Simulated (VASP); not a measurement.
## Mg: single point with PBEsol+D3(BJ)

Mg:

```xyz
2
Lattice="3.2093 0.0000 0.0000 -1.6046 2.7793 0.0000 0.0000 0.0000 5.2103" Properties=species:S:1:pos:R:3 pbc="T T T"
Mg    1.6047    0.9264    3.9077
Mg    0.0000    1.8529    1.3026
```

```
Program                : VASP 6.6.1
Task                   : single point
Functional             : PBEsol
Dispersion             : D3(BJ)
Potentials or basis    : VASP PAW PBE potentials, release 64 (Mg)
Cutoff                 : 600 eV
k mesh                 : 10 × 10 × 5
Occupations            : fermi-dirac, width 0.05 eV
Spin                   : no spin polarisation
Dipole correction      : no
Further INCAR settings : ALGO = Normal; EDIFF = 1e-06; NBANDS = 9
```

| Item | Value |
| --- | --- |
| Pressure | -3.0 GPa |
| Band gap on the k mesh | zero (band 2 reaches 3.19 eV, above the bottom of band 3 at 1.29 eV) |
| Dispersion energy per atom | -0.258 eV |

Stress tensor (GPa, compression positive):
```
-3.35  0.00  0.00
 0.00 -3.35  0.00
 0.00  0.00 -2.20
```

Levels at points of the mesh, in eV from the Fermi level:
```tsv
k point	band 1	band 2	band 3	band 4	band 5	band 6
(0.00, 0.00, 0.00)	-6.90	-1.69	-1.27	10.83	10.83	10.92
(0.50, 0.00, 0.00)	-2.15	-2.14	2.61	2.98	3.21	3.64
```

Wall time 17 s on 1 thread of Intel(R) Xeon(R) Platinum 8488C (Sapphire Rapids), with other jobs on the host, peak memory 0.18 GiB.

Caveat: three body term missing; the PAW data sets were made with another functional, which shifts forces and pressure a little; pairwise dispersion overbinds metals, which lowers pressure and volume.
